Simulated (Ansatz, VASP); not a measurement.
**One calculation of HfB2, two programs**

```
CELL_PARAMETERS angstrom
3.14000 0.00000 0.00000
-1.57000 2.71932 0.00000
0.00000 0.00000 3.48000
ATOMIC_POSITIONS crystal
Hf 0.00000 0.00000 0.00000
B 0.33333 0.66667 0.50000
B 0.66667 0.33333 0.50000
```

Alike in both runs: task single point; functional r2SCAN; k mesh 5 × 5 × 4; no spin polarisation.

|  | VASP | Ansatz |
| --- | --- | --- |
| version | VASP 6.6.1 | Ansatz 0.2.0 |
| potentials or method | VASP PAW PBE potentials, release 64 (Hf_pv, B) | plane waves, PAW |
| plane-wave cutoff (eV) | 520 | 500 |
| occupations | methfessel-paxton of order 1, width 0.1 eV | cold |
| valence electrons in the cell | 16 | 32 |

```tsv
	VASP	Ansatz	Ansatz less VASP
pressure (GPa)	-1.1	-0.5	+0.62
traceless stress, the component that is largest in VASP (GPa)	-0.97	-1.03	-0.055
```

VASP's potentials were made for PBE, not for r2SCAN. VASP's potentials hold 16 valence electrons a cell and Ansatz's 32, so a difference there can come from the potentials and not from the codes.

The k mesh is coarse, so the values compare programs but aren't converged. Spin-orbit coupling is off throughout.
